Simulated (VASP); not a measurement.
## Ag: relaxation of cell and atoms with LDA

Crystal: Ag.

```
Ag
1.0
     0.00000    1.99967    1.99967
     1.99967    0.00000    1.99967
     1.99967    1.99967    0.00000
Ag
1
Direct
  0.00000 0.00000 0.00000
```

```yaml
Program: VASP 6.6.1
Task: relaxation of cell and atoms
Functional: LDA
Potentials_or_basis: VASP PAW LDA potentials, release 64 (Ag)
Cutoff: 600 eV
k_mesh: 18 × 18 × 18
Occupations: fermi-dirac, width 0.05 eV
Spin: no spin polarisation
Dipole_correction: no
Further_INCAR_settings: ALGO = Normal; EDIFF = 1e-07; IBRION = 2; EDIFFG = -0.005; NSW = 60; ISIF = 3
```

| Item | Value |
| --- | --- |
| Relaxed volume | 16.04 Å³/atom |
| Relaxed cell | a = 2.831 Å, b = 2.831 Å, c = 2.831 Å, α = 60.00°, β = 60.00°, γ = 60.00° |
| Space group after relaxing (to 0.1 Å) | Fm-3m (No. 225) |
| Energy gained by relaxing | 0.1 meV/atom |
| Ionic steps | 3 |
| Pressure after relaxing | 0.0 GPa |
| Band gap on the k mesh | zero (an odd number of electrons rules out a gap without spin polarisation) |

Final structure:
```xyz
1
Lattice="0.0000 2.0015 2.0015 2.0015 0.0000 2.0015 2.0015 2.0015 0.0000" Properties=species:S:1:pos:R:3 pbc="T T T"
Ag    0.0000    0.0000    0.0000
```

Levels at points of the mesh, in eV from the Fermi level:
| k point | band 4 | band 5 | band 6 | band 7 | band 8 | band 9 |
| --- | --- | --- | --- | --- | --- | --- |
| (0.00, 0.00, 0.00) | -4.99 | -3.81 | -3.81 | 16.15 | 20.03 | 20.03 |
| (0.50, 0.00, 0.00) | -2.92 | -2.92 | -0.59 | 3.95 | 15.42 | 18.38 |
| (0.50, 0.50, 0.00) | -2.68 | -2.68 | 1.50 | 7.23 | 10.89 | 10.89 |

It took 54 s on 1 thread of Intel Xeon 8259CL, on a shared host, peak memory 0.16 GiB.
